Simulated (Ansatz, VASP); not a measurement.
## HfN in VASP and in Ansatz

The input INCAR:

```
PREC = Accurate
ENCUT = 520
EDIFF = 1E-6
ISMEAR = 0
SIGMA = 0.15
LREAL = False
LASPH = True
NELM = 80
ALGO = Normal
ISIF = 2
LWAVE = False
LCHARG = False
NBANDS = 14
```

KPOINTS

```
regular mesh
0
Gamma
  12 12 12
```

File POSCAR:

```
HfN
1.0
    0.0000000000      2.4146129759      2.4146129759
    2.4146129759      0.0000000000      2.4146129759
    2.4146129759      2.4146129759      0.0000000000
Hf N
1 1
Direct
    0.0000000000      0.0000000000      0.0000000000
    0.7500000000      0.7500000000      0.7500000000
```

Input for Ansatz:

```yaml
crystal:
  lattice:
    - [0.0, 2.4146129759, 2.4146129759]
    - [2.4146129759, 0.0, 2.4146129759]
    - [2.4146129759, 2.4146129759, 0.0]
  atoms:
    - { symbol: Hf, position: [0.0, 0.0, 0.0] }
    - { symbol: "N", position: [0.75, 0.75, 0.75] }
basis:
  ecutwfc: 420
kpoints:
  mp_grid: { grid: [12, 12, 12] }
hamiltonian:
  xc: lda
scf:
  occupations: { method: gaussian, width: 0.15 }
output:
  forces: true
  stress: true
  eigenvalues: true
  write_density: true
  write_potential: true
  elf: true
  volumetric_format: npy
```

Alike in both runs: task single point; functional LDA; k mesh 12 × 12 × 12; occupations gaussian, width 0.15 eV; no spin polarisation.

```csv
,VASP,Ansatz
version,VASP 6.6.1,Ansatz 0.2.0
potentials or method,"VASP PAW LDA potentials, release 64 (Hf_pv, N), cutoff 520 eV","scalar-relativistic, plane waves, PAW"
valence electrons in the cell,15,31
```

|  | VASP | Ansatz | Ansatz less VASP |
| --- | --- | --- | --- |
| gap on the k mesh at the Fermi level (eV) | none | none | - |
| pressure (GPa) | 0.0 | 0.1 | +0.16 |

LDA's correlation is that of Perdew and Zunger in VASP and of Perdew and Wang (1992) in Ansatz. A gap of «none» marks a metal or a gap that the smearing closes. VASP's potentials hold 15 valence electrons a cell and Ansatz's 31, so a difference there can come from the potentials and not from the codes.

Spin-orbit coupling is off throughout.
